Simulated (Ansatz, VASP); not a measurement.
# P in VASP and in Ansatz

```
P
1.0
     1.63668   -5.42836    0.00000
     1.63668    5.42836    0.00000
     0.00000    0.00000    4.51314
P
4
Cartesian
  1.6367 -4.3877 2.6574
  1.6367 4.3877 1.8557
  1.6367 -1.0407 0.4008
  1.6367 1.0407 4.1123
```

Change from the starting cell: volume scaled by 0.98.

Alike in both runs: task single point; functional LDA; k mesh 8 × 8 × 6; occupations fermi-dirac, width 0.05 eV; no spin polarisation.

|  | VASP | Ansatz |
| --- | --- | --- |
| version | VASP 6.6.1 | Ansatz 0.2.0 |
| potentials or method | VASP PAW LDA potentials, release 64 (P), cutoff 520 eV | all-electron LAPW, scalar-relativistic |

|  | VASP | Ansatz | Ansatz less VASP |
| --- | --- | --- | --- |
| gap on the k mesh at the Fermi level (eV) | 0.04 | 0.05 | +0.005 |
| least direct gap on the mesh (eV) | 0.04 | 0.05 | +0.005 |
| pressure (GPa) | -0.9 | -0.5 | +0.33 |
| traceless stress, the component that is largest in VASP (GPa) | -0.22 | -0.19 | +0.025 |
| rms of the force components (eV/Å) | 0.180 | 0.207 | +0.0265 |

LDA's correlation is that of Perdew and Zunger in VASP and of Perdew and Wang (1992) in Ansatz. Atom by atom the forces differ by 0.027 eV/Å (rms over components). Ansatz ran all-electron here, and VASP with PAW potentials.
